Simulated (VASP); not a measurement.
Set up this calculation in VASP 6.6.1, as the native input.

| Property | Result |
| --- | --- |
| Task | single point |
| Functional | HSE06 |
| Potentials or basis | VASP PAW PBE potentials, release 64 (B, N) |
| Cutoff | 520 eV |
| k mesh | 4 × 4 × 4, shifted |
| Occupations | fermi-dirac, width 0.01 eV |
| Spin | no spin polarisation |
| Dipole correction | no |
| Grid for exact exchange (PRECFOCK) | Normal |
| Further INCAR settings | ALGO = Normal; EDIFF = 1e-06; NBANDS = 11 |
| Screening parameter | 0.2079 1/Å |

The system is BN (BN (F-43m)).

```
B N
1.0
     0.00000    1.81206    1.81206
     1.81206    0.00000    1.81206
     1.81206    1.81206    0.00000
B N
1 1
Direct
  0.00000 0.00000 0.00000
  0.25000 0.25000 0.25000
```

These files were run (other wordings do the same):

POSCAR

```
BN
1.0
    0.0000000000      1.8120551925      1.8120551925
    1.8120551925      0.0000000000      1.8120551925
    1.8120551925      1.8120551925      0.0000000000
B N
1 1
Direct
    0.0000000000      0.0000000000      0.0000000000
    0.2500000000      0.2500000000      0.2500000000
```

INCAR.step1

```
  PREC = Accurate
  ENCUT = 520
  EDIFF = 1E-5
  ISMEAR = -1
  SIGMA = 0.01
  LREAL = False
  LASPH = True
  NELM = 60
  ALGO = Normal
  ISIF = 2
  LWAVE = True
  LCHARG = False
  GGA = PE
  NBANDS = 11
```

INCAR.step2

```
  PREC = Accurate
  ENCUT = 520
  EDIFF = 1E-6
  ISMEAR = -1
  SIGMA = 0.01
  LREAL = False
  LASPH = True
  NELM = 60
  ALGO = Normal
  ISIF = 2
  LWAVE = False
  LCHARG = False
  GGA = PE
  LHFCALC = True
  HFSCREEN = 0.2079
  PRECFOCK = Normal
  ISTART = 1
  NBANDS = 11
```

KPOINTS

```
Automatic mesh
0
Gamma
  4 4 4
  0.25 0.25 0.25
```

Potentials or basis: VASP PAW PBE potentials, release 64 (B, N).

The run is started by

```sh
$ cat potpaw_PBE.64/B/POTCAR potpaw_PBE.64/N/POTCAR > POTCAR
$ cp INCAR.step1 INCAR
$ mpirun -np 1 vasp_std > vasp.out
$ cp INCAR.step2 INCAR
$ mpirun -np 1 vasp_std > vasp.out
```

It gave:

```
Pressure               : -8.2 GPa
Band gap on the k mesh : 6.23 eV, indirect (least direct gap 10.74 eV)
```

Caveat: the k points lie up to 0.75 Å⁻¹ apart; the PAW data sets were made with another functional, which shifts forces and pressure a little.

Run time: 13 min on 1 thread of AMD EPYC 7R43 64-Core Processor (Zen 3) (shared host), peak memory 0.19 GiB.
